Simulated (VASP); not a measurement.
Set up this calculation in VASP 6.6.1, as the native input.

```
Task                   : single point
Functional             : r2SCAN
Potentials or basis    : VASP PAW PBE potentials, release 64 (Ga_d, P)
Cutoff                 : 520 eV
k mesh                 : 8 × 8 × 8
Occupations            : gaussian, width 0.01 eV
Spin                   : no spin polarisation
Dipole correction      : no
Further INCAR settings : ALGO = Normal; EDIFF = 1e-06; NBANDS = 16
```

GaP:

```
Ga P
1.0
     0.00000    2.72540    2.72540
     2.70169    0.00000    2.72540
     2.70169    2.72540    0.00000
Ga P
1 1
Direct
  0.00000 0.00000 0.00000
  0.25000 0.25000 0.25000
```

This cell differs from its parent crystal: uniaxial x strain -0.9%.

One way to write it, as run:

POSCAR

```
GaP
1.0
    0.0000000000      2.7253992947      2.7253992947
    2.7016883208      0.0000000000      2.7253992947
    2.7016883208      2.7253992947      0.0000000000
Ga P
1 1
Direct
    0.0000000000      0.0000000000      0.0000000000
    0.2500000000      0.2500000000      0.2500000000
```

INCAR.step1

```
PREC = Accurate ; ENCUT = 520
ISMEAR = 0 ; SIGMA = 0.01
LREAL = False ; LASPH = True
NELM = 100 ; NBANDS = 16
GGA = PE ; ALGO = Normal
EDIFF = 1E-4 ; LWAVE = True
LCHARG = False
```

INCAR.step2

```
PREC = Accurate ; ENCUT = 520
EDIFF = 1E-6 ; ISMEAR = 0
SIGMA = 0.01 ; LREAL = False
LASPH = True ; NELM = 100
ALGO = Normal ; ISIF = 2
LWAVE = False ; LCHARG = False
METAGGA = R2SCAN ; LMIXTAU = True
NBANDS = 16 ; ISTART = 1
```

KPOINTS

```
regular mesh
0
Gamma
  8 8 8
```

Potentials or basis: VASP PAW PBE potentials, release 64 (Ga_d, P).

Launch:

```bash
$ cat potpaw_PBE.64/Ga_d/POTCAR potpaw_PBE.64/P/POTCAR > POTCAR
$ cp INCAR.step1 INCAR
$ mpirun -np 1 vasp_std > vasp.out
$ cp INCAR.step2 INCAR
$ mpirun -np 1 vasp_std > vasp.out
```

Results of the run:

- Pressure: 0.8 GPa
- Band gap on the k mesh: 1.80 eV, indirect (least direct gap 2.38 eV)

Caveat: the cell differs from its parent crystal (uniaxial x strain -0.9%); the PAW data sets were made with another functional, which shifts forces and pressure a little.

Run time: 78 s on 1 thread of Intel(R) Xeon(R) 6975P-C (Granite Rapids), with other jobs on the host, peak memory 0.18 GiB.
